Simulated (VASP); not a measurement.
# Sn5S9 (a cell with a defect) in VASP: single point with PBE

Aim: the single point of Sn5S9 (a cell with a defect) with PBE.

Everything below comes from runs of VASP 6.6.1. Logs are shortened: lines on timing, memory, paths and dates and some standing lists are left out, and cuts for length are marked.

## 1. The cell of the first run

The cell holds a defect, 28 atoms: a = 9.368 Å, b = 9.368 Å, c = 9.368 Å, α = 72.73°, β = 72.73°, γ = 72.73°.

## 2. Single point, PBE (with an interstitial atom, then relaxed in part)

Contents of INCAR:

```
PREC     = Accurate       # precision mode
ENCUT    = 400            # plane-wave cutoff, eV
EDIFF    = 1E-6           # SCF threshold, eV
ISMEAR   = 0              # smearing method
SIGMA    = 0.01           # smearing width, eV
LREAL    = F              # projectors in reciprocal space
LASPH    = T              # aspherical terms in the spheres
NELM     = 120            # most SCF steps
ALGO     = Normal         # electronic algorithm
ISIF     = 2              # what is computed and relaxed
LWAVE    = F              # write WAVECAR
LCHARG   = F              # write CHGCAR
GGA      = PE             # functional
NBANDS   = 144            # bands
NELECT   = 246.0        
GGA_COMPAT= F
```

Contents of KPOINTS:

```
Automatic mesh
0
Gamma
  2 2 2
  0.5 0.5 0.5
```

Contents of POSCAR:

```
Sn5S9
1.0
   -5.5546873704     -3.2070002486     -6.8276761257
    0.0000000000      6.4140004972     -6.8276761257
    5.5546873704     -3.2070002486     -6.8276761257
Sn S
10 18
Direct
    0.6804719593     -0.0120957661      0.3284795921
    0.6847071179      0.3386222311      0.0059873600
    0.3298443248     -0.0163051400      0.6511106760
    0.6804915089      0.6612705651      0.6552902182
    0.3339456096      0.3344124374      0.3285503261
    0.0070224333     -0.0121081387      0.0018415067
    0.3340218330      0.6612098910      0.0015903579
    1.0072813176      0.3346625461      0.6554687924
    1.0070402790      0.6612609524      0.3283806404
    0.5070891387      0.1611869459      0.8287101943
    0.4950670521      0.1490719651      0.1445163156
    0.4951651250      0.4771882912      0.8164397458
    0.1520485977      0.1482590622      0.4735801581
    0.4941725185      0.8060823810      0.4734024050
    0.1546742664      0.4775787938      0.1449028507
    0.8234475153      0.1491749395      0.8164361029
    0.1520637321      0.8061939076      0.8153167608
    0.8236324033      0.4774504146      0.4762552953
    0.8234326875      0.8086969409      0.1447665301
    0.1907821732      0.8448191520      0.1809173488
    0.1913502935      0.1732287897      0.8407476660
    0.8597551172      0.8448106761      0.5120925521
    0.1908162398      0.5139449872      0.5120326464
    0.8621958630      0.1742490883      0.1838344524
    0.5193266687      0.8452500958      0.8405143257
    0.8621400778      0.5165422933      0.8417603218
    0.5193440590      0.1732450001      0.5124964809
    0.5202676688      0.5162838842      0.1835915704
```

Potentials or basis: VASP PAW PBE potentials, release 64 (Sn_d, S).

On the command line:

```console
$ cat potpaw_PBE.64/Sn_d/POTCAR potpaw_PBE.64/S/POTCAR > POTCAR
$ mpirun -np 1 vasp_std > vasp.out
```

OUTCAR:

```text
PREC = Accurate
   ENCUT = 400
   EDIFF = 1E-6
   ISMEAR = 0
   LREAL = F
   LASPH = T
   NELM = 120
   ISIF = 2
   GGA = PE
   NELECT = 246.0

 ion  position               nearest neighbor table
   1  0.680  0.988  0.328-  22 2.57  19 2.57  24 2.60  14 2.60  27 2.63  11 2.63   6 3.63   9 3.63
                             4 3.63   2 3.75   3 3.75
   2  0.685  0.339  0.006-  28 2.55  26 2.55  24 2.55  16 2.67  12 2.67  11 2.67  10 3.63   8 3.75
                             6 3.75   1 3.75   7 3.75   5 3.75   4 3.75
   3  0.330  0.984  0.651-  17 2.55  14 2.55  13 2.55  25 2.67  27 2.67  21 2.67  10 3.63   7 3.75
                             4 3.75   1 3.75   5 3.75   6 3.75   8 3.75
   4  0.680  0.661  0.655-  22 2.57  18 2.57  26 2.60  14 2.60  25 2.63  12 2.63   8 3.63   1 3.63
                             9 3.63   3 3.75   2 3.75
   5  0.334  0.334  0.329-  15 2.57  23 2.57  13 2.60  28 2.60  27 2.63  11 2.63   8 3.63   9 3.63
                             7 3.63   3 3.75   2 3.75
   6  0.007  0.988  0.002-  19 2.57  20 2.57  17 2.60  24 2.60  16 2.63  21 2.64   9 3.63   1 3.63
                             7 3.63   2 3.75   3 3.75
   7  0.334  0.661  0.002-  20 2.57  15 2.57  17 2.60  28 2.60  12 2.63  25 2.63   6 3.63   5 3.63
                             9 3.63   3 3.75   2 3.75
   8  0.007  0.335  0.655-  18 2.57  23 2.57  26 2.60  13 2.60  16 2.63  21 2.64   4 3.63   5 3.63
                             9 3.63   2 3.75   3 3.75
   9  0.007  0.661  0.328-  15 2.60  19 2.60  22 2.60  20 2.60  18 2.60  23 2.60   6 3.63   1 3.63
                             4 3.63   8 3.63   5 3.63   7 3.63
  10  0.507  0.161  0.829-  21 2.90  11 2.90  25 2.90  12 2.90  27 2.90  16 2.90   2 3.63   3 3.63

  11  0.495  0.149  0.145-   5 2.63   1 2.63   2 2.67  10 2.90
  12  0.495  0.477  0.816-   7 2.63   4 2.63   2 2.67  10 2.90
  13  0.152  0.148  0.474-   3 2.55   5 2.60   8 2.60
  14  0.494  0.806  0.473-   3 2.55   1 2.60   4 2.60
  15  0.155  0.478  0.145-   5 2.57   7 2.57   9 2.60
  16  0.823  0.149  0.816-   6 2.63   8 2.63   2 2.67  10 2.90
  17  0.152  0.806  0.815-   3 2.55   7 2.60   6 2.60
  18  0.824  0.477  0.476-   8 2.57   4 2.57   9 2.60
  19  0.823  0.809  0.145-   6 2.57   1 2.57   9 2.60
  20  0.191  0.845  0.181-   6 2.57   7 2.57   9 2.60
  21  0.191  0.173  0.841-   8 2.64   6 2.64   3 2.67  10 2.90
  22  0.860  0.845  0.512-   4 2.57   1 2.57   9 2.60
  23  0.191  0.514  0.512-   8 2.57   5 2.57   9 2.60
  24  0.862  0.174  0.184-   2 2.55   1 2.60   6 2.60
  25  0.519  0.845  0.841-   4 2.63   7 2.63   3 2.67  10 2.90
  26  0.862  0.517  0.842-   2 2.55   4 2.60   8 2.60
  27  0.519  0.173  0.512-   5 2.63   1 2.63   3 2.67  10 2.90
  28  0.520  0.516  0.184-   2 2.55   5 2.60   7 2.60

  LATTYP: Found a trigonal (rhomboedric) cell.
 ALAT       =     9.3678473330
 COS(alpha) =     0.2968149504

  Lattice vectors:

 A1 = (  -5.5546873704,  -3.2070002486,  -6.8276761257)
 A2 = (   0.0000000000,   6.4140004972,  -6.8276761257)
 A3 = (   5.5546873704,  -3.2070002486,  -6.8276761257)

Analysis of symmetry for initial positions (statically):
=====================================================================
 Subroutine PRICEL returns:
 Original cell was already a primitive cell.

 Routine SETGRP: Setting up the symmetry group for a
 trigonal (rhombohedral) supercell.

 Subroutine GETGRP returns: Found  1 space group operations
 (whereof  1 operations were pure point group operations)
 out of a pool of 12 trial point group operations.

The static configuration has the point symmetry C_1 .

Analysis of symmetry for dynamics (positions and initial velocities):
=====================================================================
 Subroutine PRICEL returns:
 Original cell was already a primitive cell.

 Routine SETGRP: Setting up the symmetry group for a
 trigonal (rhombohedral) supercell.

 Subroutine GETGRP returns: Found  1 space group operations
 (whereof  1 operations were pure point group operations)
 out of a pool of 12 trial point group operations.

The dynamic configuration has the point symmetry C_1 .

 Subroutine INISYM returns: Found  1 space group operations
 (whereof  1 operations are pure point group operations),
 and found     1 'primitive' translations

----------------------------------------------------------------------------------------

                                     Primitive cell

  volume of cell :     729.7646
[... 68 lines left out ...]
                28          28

----------------------------------------------------------------------------------------

 KPOINTS: Automatic mesh

Automatic generation of k-mesh.
 Grid dimensions read from file:
 generate k-points for:    2    2    2

 Generating k-lattice:

  Cartesian coordinates                     Fractional coordinates (reciprocal lattice)
    -0.045007033 -0.025984823 -0.024410453     0.500000000 -0.000000000  0.000000000
     0.000000000  0.051969646 -0.024410453    -0.000000000  0.500000000 -0.000000000
     0.045007033 -0.025984823 -0.024410453     0.000000000 -0.000000000  0.500000000

  Length of vectors
     0.057417021  0.057417021  0.057417021

  Shift w.r.t. Gamma in fractional coordinates (k-lattice)
     0.500000000  0.500000000  0.500000000

 Subroutine IBZKPT returns following result:
 ===========================================

 Found      4 irreducible k-points:

 Following reciprocal coordinates:
            Coordinates               Weight
  0.250000  0.250000  0.250000      2.000000
 -0.250000  0.250000  0.250000      2.000000
  0.250000 -0.250000  0.250000      2.000000
  0.250000  0.250000 -0.250000      2.000000
   k-points           NKPTS =      4   k-points in BZ     NKDIM =      4   number of bands    NBANDS=    144
   number of dos      NEDOS =    301   number of ions     NIONS =     28
   total plane-waves  NPLWV = 262144
   dimension x,y,z NGX =    64 NGY =   64 NGZ =   64
   dimension x,y,z NGXF=   128 NGYF=  128 NGZF=  128
   ions per type =              10  18
   NGX,Y,Z   is equivalent  to a cutoff of  11.36, 11.36, 11.36 a.u.
   NGXF,Y,Z  is equivalent  to a cutoff of  22.72, 22.72, 22.72 a.u.
 SYSTEM =  unknown system
   PREC   = accura    normal or accurate (medium, high low for compatibility)
   ISTART =      0    job   : 0-new  1-cont  2-samecut
   ICHARG =      2    charge: 1-file 2-atom 10-const
   ISPIN  =      1    spin polarized calculation?
   LNONCOLLINEAR =      F non collinear calculations
   LSORBIT =      F    spin-orbit coupling
   LASPH  =      T    aspherical Exc in radial PAW
   ENCUT  =  400.0 eV  29.40 Ry    5.42 a.u.  15.28 15.28 15.28*2*pi/ulx,y,z
   NELM   =    120;   NELMIN=  2; NELMDL= -5     # of ELM steps
   EDIFF  = 0.1E-05   stopping-criterion for ELM
   LREAL  =      F    real-space projection
   EDIFFG = 0.1E-04   stopping-criterion for IOM
   NSW    =      0    number of steps for IOM
   IBRION =     -1    ionic relax: 0-MD 1-quasi-New 2-CG
   NFREE  =      0    steps in history (QN), initial steepest desc. (CG)
   ISIF   =      2    stress and relaxation
   ISYM   =      2    0-nonsym 1-usesym 2-fastsym
   POTIM  = 0.5000    time-step for ionic-motion
   TEBEG  =    0.0;   TEEND  =   0.0 temperature during run
   PSTRESS=    0.0 pullay stress
   NELECT =     246.0000    total number of electrons
   NUPDOWN=      -1.0000    fix difference up-down
   EMIN   =  10.00;   EMAX   =-10.00  energy-range for DOS
   EFERMI =   0.00;   METHOD = LEGACY
   ISMEAR =     0;   SIGMA  =   0.01  broadening in eV -4-tet -1-fermi 0-gaus
   EFERMI_NEDOS =   21; number of points for ismear=-14 and -15
   IALGO  =     38    algorithm
   IMIX   =      4    mixing-type and parameters
     AMIX     =   0.40;   BMIX     =  1.00
     AMIX_MAG =   1.60;   BMIX_MAG =  1.00
  volume/ion in A,a.u.               =      26.06       175.88
  Fermi-wavevector in a.u.,A,eV,Ry     =   1.139355  2.153068 17.662119  1.298129
  Thomas-Fermi vector in A             =   2.276058
   LORBIT       =      0    0 simple, 1 ext, 2 COOP (PROOUT), +10 PAW based schemes
   GGA     = PE    functional components
   LHFCALC =     F    Hartree Fock is set to
   AEXX    =    0.0000 exact exchange contribution
   IVDW    =     0    specifies the selected vdW correction
   LEPSILON=     F    determine dielectric tensor
   LRPA    =     F    only Hartree local field effects (RPA)
 non-spin polarized calculation
 Gauss-broadening in eV      SIGMA  =   0.01
  energy-cutoff  :      400.00
  volume of cell :      729.76
 maximum number of plane-waves:     13262
 NGX is ok and might be reduce to    64
   NGX = 31   NGY = 31   NGZ = 31

 number of electron     246.0000017 magnetization

 Free energy of the ion-electron system (eV)
  ---------------------------------------------------
  ext. energy  EPLUGINS =         0.00000000
  ---------------------------------------------------
  free energy    TOTEN  =      -132.06133222 eV

  energy without entropy =     -132.06133222  energy(sigma->0) =     -132.06133222

 E-fermi :   3.3806     XC(G=0):  -8.7674

 val. band max:        3.2871916958   @ k =   0.2500   0.2500  -0.2500
 cond. band min:       4.6052205071   @ k =  -0.2500   0.2500   0.2500
 fundamental gap:      1.3180288113
 Fermi energy:         3.3806232155

 k-point     1 :       0.2500    0.2500    0.2500
  band No.  band energies     occupation
      1     -17.6086      2.00000
      2     -17.5961      2.00000
      3     -17.5958      2.00000
      4     -17.5951      2.00000
      5     -17.5930      2.00000
      6     -17.5928      2.00000
[... 541 lines left out ...]
    134       7.0408      0.00000
    135       7.3742      0.00000
 [bands above 135 left out]

------------------------ aborting loop because EDIFF is reached ----------------------------------------

  FORCE on cell =-STRESS in cart. coord.  units (eV):
  Direction    XX          YY          ZZ          XY          YZ          ZX
  --------------------------------------------------------------------------------------
  -------------------------------------------------------------------------------------
  Total      -16.3787670    -16.3753937    -20.4544136     -0.0049433     -0.0029213      0.0081346
  in kB      -35.9591163    -35.9517103    -44.9070822     -0.0108529     -0.0064136      0.0178594
  external PRESSURE =     -38.9393029 kB  Pullay stress =       0.0000000 kB

 VOLUME and BASIS-vectors are now :
 -----------------------------------------------------------------------------
  energy-cutoff  :      400.00
  volume of cell :      729.76
      direct lattice vectors                 reciprocal lattice vectors
    -5.554687370 -3.207000249 -6.827676126    -0.090014067 -0.051969646 -0.048820906
     0.000000000  6.414000497 -6.827676126     0.000000000  0.103939291 -0.048820906
     5.554687370 -3.207000249 -6.827676126     0.090014067 -0.051969646 -0.048820906

 POSITION                                       TOTAL-FORCE (eV/Angst)
 -----------------------------------------------------------------------------------
     -1.95521      3.10071    -13.63388         0.001836     -0.007142     -0.001832
     -3.77008     -0.04313     -7.02784         0.005619      0.001585     -0.008152
      1.78453      3.16350    -13.41399         0.000895      0.013445      0.006701
     -0.13999     -0.04246    -13.63523        -0.014606     -0.001783      0.005784
     -0.02997      0.02030     -6.80657         0.011200      0.016027     -0.004382
     -0.02878      6.30791     -6.80553        -0.006289     -0.009300     -0.010735
[... 20 lines left out ...]
     -0.03804     -2.19792     -8.22793        -0.000361      0.002254     -0.000318
     -1.87013      1.05417     -8.33074        -0.004681     -0.001901      0.006032
 -----------------------------------------------------------------------------------
    total drift:                               -0.000954      0.000677     -0.001239

  FREE ENERGIE OF THE ION-ELECTRON SYSTEM (eV)
  ---------------------------------------------------
  free  energy   TOTEN  =      -132.0613322170 eV

  energy  without entropy=     -132.0613322170  energy(sigma->0) =     -132.06133222
```

It took 14 min on 1 thread of Intel Xeon Platinum 8259CL at 2.50GHz (Skylake/Cascade Lake), shared host; peak memory 0.67 GiB.

Results:

| Quantity | Value |
| --- | --- |
| Free energy | -132.0613 eV |
| Largest force | 0.025 eV/Å |

Forces on the atoms (eV/Å):
```
Sn   0.002 -0.007 -0.002
Sn   0.006  0.002 -0.008
Sn   0.001  0.013  0.007
Sn  -0.015 -0.002  0.006
Sn   0.011  0.016 -0.004
Sn  -0.006 -0.009 -0.011
Sn   0.025 -0.004  0.002
Sn  -0.017  0.007 -0.005
Sn  -0.004 -0.015 -0.005
Sn  -0.002  0.003  0.002
S    0.000 -0.001 -0.001
S   -0.001  0.003  0.003
S   -0.001 -0.009 -0.005
S    0.006  0.001 -0.004
S   -0.007 -0.001 -0.007
S    0.004  0.002  0.004
S   -0.004 -0.002 -0.007
S    0.003  0.005 -0.005
S    0.003  0.002 -0.008
S   -0.002  0.003  0.010
S    0.004  0.004  0.001
S    0.001  0.005  0.009
S    0.000 -0.007  0.012
S   -0.008  0.006  0.009
S    0.004 -0.005 -0.004
S    0.002 -0.009  0.004
S    0.000  0.002  0.000
S   -0.005 -0.002  0.006
```

Levels at points of the mesh, in eV from the Fermi level:
| k point | band 119 | band 120 | band 121 | band 122 | band 123 | band 124 | band 125 | band 126 | band 127 | band 128 |
| --- | --- | --- | --- | --- | --- | --- | --- | --- | --- | --- |
| (0.25, 0.25, 0.25) | -0.43 | -0.38 | -0.37 | -0.37 | -0.33 | 1.54 | 1.54 | 1.66 | 1.80 | 1.80 |

Caveat: the cell carries a net charge on a neutralising background, which shifts energy and pressure; the cell differs from its parent crystal (with an interstitial atom, then relaxed in part); the cell is charged against a uniform background, so pressure and absolute levels hang on convention; spin-orbit coupling is left out, which moves the levels of the heavy elements.
